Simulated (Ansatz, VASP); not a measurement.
**One calculation of Sb, two programs**

The input POSCAR:

```
Sb
1.0
    3.1600000000      0.0000000000      0.0000000000
    0.0000000000      3.1600000000      0.0000000000
    0.0000000000      0.0000000000      3.1600000000
Sb
1
Direct
    0.0000000000      0.0000000000      0.0000000000
```

INCAR.step1

```
SYSTEM = Sb
PREC = Accurate
ENCUT = 400
EDIFF = 1E-6
ISMEAR = -5
SIGMA = 0.05
LREAL = .FALSE.
LASPH = .TRUE.
NELM = 200
ALGO = Normal
ISIF = 2
LWAVE = .FALSE.
LCHARG = .TRUE.
MAGMOM = 0 0 0
LSORBIT = .TRUE.
GGA_COMPAT = .FALSE.
LORBMOM = .TRUE.
NBANDS = 16
NEDOS = 2001
LORBIT = 11
```

Contents of KPOINTS.step1:

```
Automatic mesh
0
G
  8 8 8
  0 0 0
```

File INCAR.step2:

```
SYSTEM = Sb
PREC = Accurate
ENCUT = 400
EDIFF = 1E-6
ISMEAR = -5
SIGMA = 0.05
LREAL = .FALSE.
LASPH = .TRUE.
NELM = 200
ALGO = Normal
ISIF = 2
LWAVE = .FALSE.
LCHARG = .FALSE.
MAGMOM = 0 0 0
LORBIT = 11
LSORBIT = .TRUE.
GGA_COMPAT = .FALSE.
LORBMOM = .TRUE.
NBANDS = 16
NEDOS = 1001
ICHARG = 11
```

Contents of KPOINTS.step2:

```
Automatic mesh
0
G
  12 12 12
  0 0 0
```

The input input.yaml:

```yaml
crystal:
  lattice: { a: 3.16, b: 3.16, c: 3.16, alpha: 90.0, beta: 90.0, gamma: 90.0 }
  space_group: 221
  reduce_to_primitive: true
  atoms:
    - { symbol: Sb, wyckoff: "1a", position: [0.0, 0.0, 0.0] }
hamiltonian:
  xc: lda
  pseudopotentials: { kind: paw_fr }
magnetization:
  noncollinear: true
  spin_orbit: true
kpoints:
  mp_grid: { grid: [8, 8, 8] }
scf:
  occupations: { method: tetrahedron }
  n_extra_bands: 6
output:
  forces: true
  stress: true
  dos: { projected: true, de: 0.05, nscf_kmesh: { grid: [12, 12, 12] } }
  write_density: true
  write_potential: true
  elf: true
  volumetric_format: npy
```

Alike in both runs: functional LDA; k mesh 8 × 8 × 8; occupations tetrahedron; non-collinear spin, spin-orbit coupling.

|  | VASP | Ansatz |
| --- | --- | --- |
| version | VASP 6.6.1 | Ansatz 0.2.0 |
| potentials or method | VASP PAW LDA potentials, release 64 (Sb) | Ansatz PAW |
| plane-wave cutoff (eV) | 400 | 420 |
| valence electrons in the cell | 5 | 15 |
| task | density of states | projected density of states |

|  | VASP | Ansatz | Ansatz less VASP |
| --- | --- | --- | --- |
| net moment per atom (μB) | 0.00 | 0.00 | 0.000 |

LDA's correlation is that of Perdew and Zunger in VASP and of Perdew and Wang (1992) in Ansatz. VASP's potentials hold 5 valence electrons a cell and Ansatz's 15, so a difference there can come from the potentials and not from the codes.
